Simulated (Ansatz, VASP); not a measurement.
Two plane-wave programs on Mo

```xyz
1
Lattice="-1.5710 1.5710 1.5946 1.5710 -1.5710 1.5946 1.5710 1.5710 -1.5946" Properties=species:S:1:pos:R:3 pbc="T T T"
Mo    0.0000    0.0000    0.0000
```

Change from the starting cell: strain +0.000 along x and y, +0.015 along z, atoms carried along.

Alike in both runs: task single point; functional r2SCAN; k mesh 22 × 22 × 22; occupations gaussian, width 0.15 eV; no spin polarisation.

```csv
,VASP,Ansatz
version,VASP 6.6.1,Ansatz 0.2.0
potentials or method,"VASP PAW PBE potentials, release 64 (Mo_sv), cutoff 520 eV","scalar-relativistic, plane waves, PAW"
valence electrons in the cell,14,14
```

```tsv
	VASP	Ansatz	Ansatz less VASP
gap on the k mesh at the Fermi level (eV)	none	none	-
pressure (GPa)	-0.6	-1.7	-1.11
traceless stress, the component that is largest in VASP (GPa)	-3.16	-3.16	-0.001
```

VASP's potentials were made for PBE, not for r2SCAN. A gap of «none» marks a metal or a gap that the smearing closes.
